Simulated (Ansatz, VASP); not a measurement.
Au: VASP beside Ansatz

File INCAR:

```
SYSTEM = Au
ALGO = Fast
EDIFF = 1E-6
ENCUT = 520
GGA = PS
ISIF = 2
ISMEAR = 0
LASPH = .TRUE.
LCHARG = .TRUE.
LELF = .TRUE.
LREAL = .FALSE.
LVHAR = .TRUE.
LWAVE = .FALSE.
NBANDS = 18
NELM = 80
PREC = Accurate
SIGMA = 0.1
```

KPOINTS

```
k-points
0
G
  8 8 4
  0 0 0
```

Contents of POSCAR:

```
Au
1.0
    1.4113099650     -2.5559330250      0.0000000000
    1.4113099650      2.5559330250      0.0000000000
    0.0000000000      0.0000000000      4.8931696100
Au
2
Direct
    0.6653279700      0.3346720300      0.2500000000
    0.3346720300      0.6653279700      0.7500000000
```

Input for Ansatz:

```yaml
crystal:
  lattice:
    - [1.411309965, -2.555933025, 0.0]
    - [1.411309965, 2.555933025, 0.0]
    - [0.0, 0.0, 4.89316961]
  atoms:
    - { symbol: Au, position: [0.66532797, 0.33467203, 0.25] }
    - { symbol: Au, position: [0.33467203, 0.66532797, 0.75] }
basis:
  ecutwfc: 420
kpoints:
  mp_grid: { grid: [8, 8, 4] }
hamiltonian:
  xc: pbesol
scf:
  occupations: { method: gaussian, width: 0.1 }
  lower_state_search: "off"
output:
  forces: true
  stress: true
  eigenvalues: true
```

Alike in both runs: task single point; functional PBEsol; k mesh 8 × 8 × 4; occupations gaussian, width 0.1 eV; no spin polarisation.

```csv
,VASP,Ansatz
version,VASP 6.6.1,Ansatz 0.2.0
potentials or method,"VASP PAW PBE potentials, release 64 (Au), cutoff 520 eV","scalar-relativistic, plane waves, PAW"
valence electrons in the cell,22,38
```

Ansatz gave:

| Quantity | Value |
| --- | --- |
| gap on the k mesh at the Fermi level (eV) | none |
| pressure (GPa) | -4.8 |
| traceless stress, the component that is largest in VASP (GPa) | 2.07 |
| rms of the force components (eV/Å) | 0.006 |

Q: Estimate VASP's values.

A: gap on the k mesh at the Fermi level (eV): none; pressure (GPa): -5.0; traceless stress, the component that is largest in VASP (GPa): 2.08; rms of the force components (eV/Å): 0.006.

VASP's potentials were made for PBE, not for PBEsol. Atom by atom the forces differ by 0.001 eV/Å (rms over components). A gap of «none» marks a metal or a gap that the smearing closes. The functional is the same, so the differences come from potentials, cutoffs and numerics. VASP's potentials hold 22 valence electrons a cell and Ansatz's 38, so a difference there can come from the potentials and not from the codes.

Neither program's run includes spin-orbit coupling.
